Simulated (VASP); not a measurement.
# LaRu2 (Fd-3m) in VASP: a series of runs

LaRu2 is run at these levels: LDA; tasks: single point, relaxation of cell and atoms.

Everything below comes from runs of VASP 6.6.1. Logs are shortened: lines on timing, memory, paths and dates and some standing lists are left out, and cuts for length are marked.

### 1 The cell of the first run

It takes space group Fd-3m (No. 227, cubic). The conventional cell has a = 7.544 Å, b = 7.544 Å, c = 7.544 Å, α = 90.00°, β = 90.00°, γ = 90.00°. La (site symmetry -43m) has 12 Ru at 3.13 Å and 4 La at 3.27 Å within 4.1 Å. Within 3.5 Å of Ru (site symmetry -3m) lie 6 Ru at 2.67 Å and 6 La at 3.13 Å.

### 2 Single point, LDA

INCAR reads:

```
SYSTEM = LaRu2
  PREC = Accurate
  ENCUT = 520
  EDIFF = 1E-6
  ISMEAR = -1
  SIGMA = 0.05
  LREAL = .FALSE.
  LASPH = .TRUE.
  NELM = 60
  ALGO = Normal
  ISIF = 2
  LWAVE = .FALSE.
  LCHARG = .TRUE.
  GGA = CA
  LELF = .TRUE.
  LVHAR = .TRUE.
  NBANDS = 48
```

KPOINTS reads:

```
Automatic mesh
0
G
  7 7 7
  0 0 0
```

POSCAR reads:

```
LaRu2
1.0
    0.0000000000      3.7717988796      3.7717988796
    3.7717988796      0.0000000000      3.7717988796
    3.7717988796      3.7717988796      0.0000000000
La Ru
2 4
Direct
    0.0000000000      0.0000000000      0.0000000000
    0.2500000000      0.2500000000      0.2500000000
    0.6250000000      0.6250000000      0.6250000000
    0.1250000000      0.6250000000      0.6250000000
    0.6250000000      0.6250000000      0.1250000000
    0.6250000000      0.1250000000      0.6250000000
```

Potentials or basis: VASP PAW LDA potentials, release 64 (La, Ru_pv).

Run with:

```console
$ cat potpaw_LDA.64/La/POTCAR potpaw_LDA.64/Ru_pv/POTCAR > POTCAR
$ mpirun -np 1 vasp_std > vasp.out
```

OUTCAR:

```text
SYSTEM = LaRu2
   PREC = Accurate
   ENCUT = 520
   EDIFF = 1E-6
   ISMEAR = -1
   LREAL = .FALSE.
   LASPH = .TRUE.
   NELM = 60
   ISIF = 2
   GGA = CA

 ion  position               nearest neighbor table
   1  0.000  0.000  0.000-   3 3.13   5 3.13   6 3.13   3 3.13   4 3.13   5 3.13   3 3.13   4 3.13
                             6 3.13   4 3.13   5 3.13   6 3.13   2 3.27   2 3.27   2 3.27   2 3.27
   2  0.250  0.250  0.250-   4 3.13   5 3.13   6 3.13   3 3.13   4 3.13   6 3.13   3 3.13   4 3.13
                             5 3.13   3 3.13   5 3.13   6 3.13   1 3.27   1 3.27   1 3.27   1 3.27
   3  0.625  0.625  0.625-   4 2.67   5 2.67   6 2.67   5 2.67   6 2.67   4 2.67   1 3.13   2 3.13
                             1 3.13   2 3.13   1 3.13   2 3.13
   4  0.125  0.625  0.625-   3 2.67   5 2.67   6 2.67   3 2.67   5 2.67   6 2.67   2 3.13   1 3.13
                             1 3.13   2 3.13   2 3.13   1 3.13
   5  0.625  0.625  0.125-   3 2.67   3 2.67   4 2.67   6 2.67   6 2.67   4 2.67   1 3.13   2 3.13
                             1 3.13   2 3.13   1 3.13   2 3.13
   6  0.625  0.125  0.625-   3 2.67   5 2.67   3 2.67   4 2.67   5 2.67   4 2.67   2 3.13   1 3.13
                             2 3.13   2 3.13   1 3.13   1 3.13

  LATTYP: Found a face centered cubic cell.
 ALAT       =     7.5435977592

  Lattice vectors:

 A1 = (   0.0000000000,   3.7717988796,   3.7717988796)
 A2 = (   3.7717988796,   0.0000000000,   3.7717988796)
 A3 = (   3.7717988796,   3.7717988796,   0.0000000000)

Analysis of symmetry for initial positions (statically):
=====================================================================
 Subroutine PRICEL returns:
 Original cell was already a primitive cell.

 Routine SETGRP: Setting up the symmetry group for a
 face centered cubic supercell.

 Subroutine GETGRP returns: Found 48 space group operations
 (whereof 24 operations were pure point group operations)
 out of a pool of 48 trial point group operations.

The static configuration has the point symmetry T_d .
 The point group associated with its full space group is O_h .

Analysis of symmetry for dynamics (positions and initial velocities):
=====================================================================
 Subroutine PRICEL returns:
 Original cell was already a primitive cell.

 Routine SETGRP: Setting up the symmetry group for a
 face centered cubic supercell.

 Subroutine GETGRP returns: Found 48 space group operations
 (whereof 24 operations were pure point group operations)
 out of a pool of 48 trial point group operations.

The dynamic configuration has the point symmetry T_d .
 The point group associated with its full space group is O_h .

 Subroutine INISYM returns: Found 48 space group operations
 (whereof 24 operations are pure point group operations),
 and found     1 'primitive' translations

----------------------------------------------------------------------------------------

                                     Primitive cell

  volume of cell :     107.3187

  direct lattice vectors                    reciprocal lattice vectors
     0.000000000  3.771798880  3.771798880    -0.132562742  0.132562742  0.132562742
     3.771798880  0.000000000  3.771798880     0.132562742 -0.132562742  0.132562742
     3.771798880  3.771798880  0.000000000     0.132562742  0.132562742 -0.132562742

  length of vectors
     5.334129130  5.334129130  5.334129130     0.229605404  0.229605404  0.229605404

  position of ions in fractional coordinates (direct lattice)
     0.000000000  0.000000000  0.000000000
     0.250000000  0.250000000  0.250000000
     0.625000000  0.625000000  0.625000000
     0.125000000  0.625000000  0.625000000
     0.625000000  0.625000000  0.125000000
     0.625000000  0.125000000  0.625000000

  ion indices of the primitive-cell ions
   primitive index   ion index
                 1           1
                 2           2
                 3           3
                 4           4
                 5           5
                 6           6

----------------------------------------------------------------------------------------

 KPOINTS: Automatic mesh

Automatic generation of k-mesh.
 Grid dimensions read from file:
 generate k-points for:    7    7    7

 Generating k-lattice:

  Cartesian coordinates                     Fractional coordinates (reciprocal lattice)
    -0.018937535  0.018937535  0.018937535     0.142857143  0.000000000  0.000000000
     0.018937535 -0.018937535  0.018937535     0.000000000  0.142857143  0.000000000
     0.018937535  0.018937535 -0.018937535     0.000000000  0.000000000  0.142857143

  Length of vectors
     0.032800772  0.032800772  0.032800772

  Shift w.r.t. Gamma in fractional coordinates (k-lattice)
     0.000000000  0.000000000  0.000000000

 Subroutine IBZKPT returns following result:
 ===========================================

 Found     20 irreducible k-points:

 Following reciprocal coordinates:
            Coordinates               Weight
  0.000000  0.000000  0.000000      1.000000
  0.142857  0.000000  0.000000      8.000000
  0.285714  0.000000  0.000000      8.000000
  0.428571  0.000000  0.000000      8.000000
  0.142857  0.142857  0.000000      6.000000
  0.285714  0.142857  0.000000     24.000000
[... 12 lines left out ...]
 -0.428571  0.428571  0.142857     24.000000
 -0.285714  0.428571  0.142857     24.000000
   k-points           NKPTS =     20   k-points in BZ     NKDIM =     20   number of bands    NBANDS=     48
   number of dos      NEDOS =    301   number of ions     NIONS =      6
   total plane-waves  NPLWV =  64000
   dimension x,y,z NGX =    40 NGY =   40 NGZ =   40
   dimension x,y,z NGXF=    80 NGYF=   80 NGZF=   80
   ions per type =               2   4
   NGX,Y,Z   is equivalent  to a cutoff of  12.47, 12.47, 12.47 a.u.
   NGXF,Y,Z  is equivalent  to a cutoff of  24.93, 24.93, 24.93 a.u.
 SYSTEM =  LaRu2
   PREC   = accura    normal or accurate (medium, high low for compatibility)
   ISTART =      0    job   : 0-new  1-cont  2-samecut
   ICHARG =      2    charge: 1-file 2-atom 10-const
   ISPIN  =      1    spin polarized calculation?
   LNONCOLLINEAR =      F non collinear calculations
   LSORBIT =      F    spin-orbit coupling
   LASPH  =      T    aspherical Exc in radial PAW
   ENCUT  =  520.0 eV  38.22 Ry    6.18 a.u.   9.92  9.92  9.92*2*pi/ulx,y,z
   NELM   =     60;   NELMIN=  2; NELMDL= -5     # of ELM steps
   EDIFF  = 0.1E-05   stopping-criterion for ELM
   LREAL  =      F    real-space projection
   EDIFFG = 0.1E-04   stopping-criterion for IOM
   NSW    =      0    number of steps for IOM
   IBRION =     -1    ionic relax: 0-MD 1-quasi-New 2-CG
   NFREE  =      0    steps in history (QN), initial steepest desc. (CG)
   ISIF   =      2    stress and relaxation
   ISYM   =      2    0-nonsym 1-usesym 2-fastsym
   POTIM  = 0.5000    time-step for ionic-motion
   TEBEG  =    0.0;   TEEND  =   0.0 temperature during run
   PSTRESS=    0.0 pullay stress
   NELECT =      78.0000    total number of electrons
   NUPDOWN=      -1.0000    fix difference up-down
   EMIN   =  10.00;   EMAX   =-10.00  energy-range for DOS
   EFERMI =   0.00;   METHOD = LEGACY
   ISMEAR =    -1;   SIGMA  =   0.05  broadening in eV -4-tet -1-fermi 0-gaus
   EFERMI_NEDOS =   21; number of points for ismear=-14 and -15
   IALGO  =     38    algorithm
   IMIX   =      4    mixing-type and parameters
     AMIX     =   0.40;   BMIX     =  1.00
     AMIX_MAG =   1.60;   BMIX_MAG =  1.00
  volume/ion in A,a.u.               =      17.89       120.70
  Fermi-wavevector in a.u.,A,eV,Ry     =   1.471910  2.781506 29.477270  2.166518
  Thomas-Fermi vector in A             =   2.586988
   LORBIT       =      0    0 simple, 1 ext, 2 COOP (PROOUT), +10 PAW based schemes
   GGA     = CA    functional components
   LHFCALC =     F    Hartree Fock is set to
   AEXX    =    0.0000 exact exchange contribution
   IVDW    =     0    specifies the selected vdW correction
   LEPSILON=     F    determine dielectric tensor
   LRPA    =     F    only Hartree local field effects (RPA)
 non-spin polarized calculation
  energy-cutoff  :      520.00
  volume of cell :      107.32
 maximum number of plane-waves:      2906
   NGX = 19   NGY = 19   NGZ = 19

 number of electron      78.0000022 magnetization

 Free energy of the ion-electron system (eV)
  ---------------------------------------------------
  ext. energy  EPLUGINS =         0.00000000
  ---------------------------------------------------
  free energy    TOTEN  =       -54.37523042 eV

  energy without entropy =      -54.30754641  energy(sigma->0) =      -54.34138842

 E-fermi :  11.4575     XC(G=0): -12.8459

 val. band max:       11.4569133878   @ k =   0.1429   0.0000   0.0000
 cond. band min:      11.4691781765   @ k =   0.0000   0.0000   0.0000
 fundamental gap:      0.0122647887
 Fermi energy:        11.4574945893

 k-point     1 :       0.0000    0.0000    0.0000
  band No.  band energies     occupation
      1     -31.2815      2.00000
      2     -30.7394      2.00000
      3     -30.7394      2.00000
      4     -30.7394      2.00000
      5     -30.5464      2.00000
      6     -30.5464      2.00000
[... 40 lines left out ...]
     47      14.2812      0.00000
     48      14.3359      0.00000

 k-point     2 :       0.1429    0.0000    0.0000
  band No.  band energies     occupation
      1     -31.2524      2.00000
      2     -30.7345      2.00000
      3     -30.7264      2.00000
      4     -30.7264      2.00000
      5     -30.5395      2.00000
      6     -30.5395      2.00000
[... 40 lines left out ...]
     47      14.1097      0.00000
     48      14.3657      0.00000

 k-point     3 :       0.2857    0.0000    0.0000
  band No.  band energies     occupation
      1     -31.1805      2.00000
      2     -30.7151      2.00000
      3     -30.6971      2.00000
      4     -30.6971      2.00000
      5     -30.5130      2.00000
      6     -30.5130      2.00000
[... 856 lines left out ...]
     47      14.3394      0.00000
     48      14.4497      0.00000

 k-point    20 :      -0.2857    0.4286    0.1429
  band No.  band energies     occupation
      1     -30.9580      2.00000
      2     -30.8497      2.00000
      3     -30.5950      2.00000
      4     -30.5837      2.00000
      5     -30.5172      2.00000
      6     -30.4757      2.00000
[... 40 lines left out ...]
     47      14.2454      0.00000
     48      14.3031      0.00000

------------------------ aborting loop because EDIFF is reached ----------------------------------------

  FORCE on cell =-STRESS in cart. coord.  units (eV):
  Direction    XX          YY          ZZ          XY          YZ          ZX
  --------------------------------------------------------------------------------------
  -------------------------------------------------------------------------------------
  Total        0.1557032      0.1557032      0.1557032      0.0000000     -0.0000000     -0.0000000
  in kB        2.3245167      2.3245167      2.3245167      0.0000000     -0.0000000     -0.0000000
  external PRESSURE =       2.3245167 kB  Pullay stress =       0.0000000 kB

 VOLUME and BASIS-vectors are now :
 -----------------------------------------------------------------------------
  energy-cutoff  :      520.00
  volume of cell :      107.32
      direct lattice vectors                 reciprocal lattice vectors
     0.000000000  3.771798880  3.771798880    -0.132562742  0.132562742  0.132562742
     3.771798880  0.000000000  3.771798880     0.132562742 -0.132562742  0.132562742
     3.771798880  3.771798880  0.000000000     0.132562742  0.132562742 -0.132562742

 POSITION                                       TOTAL-FORCE (eV/Angst)
 -----------------------------------------------------------------------------------
      0.00000      0.00000      0.00000        -0.000000     -0.000000     -0.000000
      1.88590      1.88590      1.88590         0.000000      0.000000      0.000000
      4.71475      4.71475      4.71475        -0.000000      0.000000      0.000000
      4.71475      2.82885      2.82885        -0.000000      0.000000      0.000000
      2.82885      2.82885      4.71475        -0.000000      0.000000      0.000000
      2.82885      4.71475      2.82885        -0.000000      0.000000      0.000000
 -----------------------------------------------------------------------------------
    total drift:                                0.000000      0.000000      0.000000

  FREE ENERGIE OF THE ION-ELECTRON SYSTEM (eV)
  ---------------------------------------------------
  free  energy   TOTEN  =       -54.3752304207 eV

  energy  without entropy=      -54.3075464103  energy(sigma->0) =      -54.34138842
```

It took 65 s on 1 thread of Intel Xeon 6975P-C (Granite Rapids), shared host; peak memory 0.25 GiB.

What came out:

| Quantity | Value |
| --- | --- |
| Free energy | -54.3752 eV |
| Pressure | 0.2 GPa |
| Band gap on the k mesh | zero (bands 39 and 40 overlap by 0.60 eV) |

Levels at points of the mesh, in eV from the Fermi level:
```
           k point  band 35  band 36  band 37  band 38  band 39  band 40  band 41  band 42  band 43  band 44
(0.00, 0.00, 0.00)    -0.27     0.01     0.01     0.01     0.06     0.06     1.64     1.64     1.64     2.18
```

Caveat: spin-orbit coupling is left out, which moves the levels of the heavy elements.

### 3 Single point, LDA

INCAR reads:

```
SYSTEM = LaRu2
PREC     = Accurate       ! precision mode
ENCUT    = 520            ! plane-wave cutoff, eV
EDIFF    = 1E-7           ! SCF threshold, eV
ISMEAR   = -1             ! smearing method
SIGMA    = 0.05           ! smearing width, eV
LREAL    = .FALSE.        ! projectors in reciprocal space
LASPH    = .TRUE.         ! aspherical terms in the spheres
NELM     = 80             ! most SCF steps
ALGO     = Normal         ! electronic algorithm
ISIF     = 2              ! what is computed and relaxed
LWAVE    = .FALSE.        ! write WAVECAR
LCHARG   = .FALSE.        ! write CHGCAR
NBANDS   = 48             ! bands
```

KPOINTS reads:

```
regular mesh
0
G
  7 7 7
  0 0 0
```

POSCAR is that of step 2.

Potentials or basis: VASP PAW LDA potentials, release 64 (La, Ru_pv).

Run with:

```console
$ cat potpaw_LDA.64/La/POTCAR potpaw_LDA.64/Ru_pv/POTCAR > POTCAR
$ mpirun -np 1 vasp_std > vasp.out
```

It took 72 s on 1 thread of Intel Xeon 6975P-C (Granite Rapids), shared host; peak memory 0.25 GiB.

The run converged. Its results:

```
Free energy            : -54.3752 eV
Pressure               : 0.2 GPa
Band gap on the k mesh : zero (bands 39 and 40 overlap by 0.60 eV)
```

Levels at points of the mesh, in eV from the Fermi level:
```csv
k point,band 36,band 37,band 38,band 39,band 40,band 41,band 42,band 43
"(0.00, 0.00, 0.00)",0.01,0.01,0.01,0.06,0.06,1.64,1.64,1.64
```

Caveat: spin-orbit coupling is left out, which moves the levels of the heavy elements.

[end of part 1 of 2]
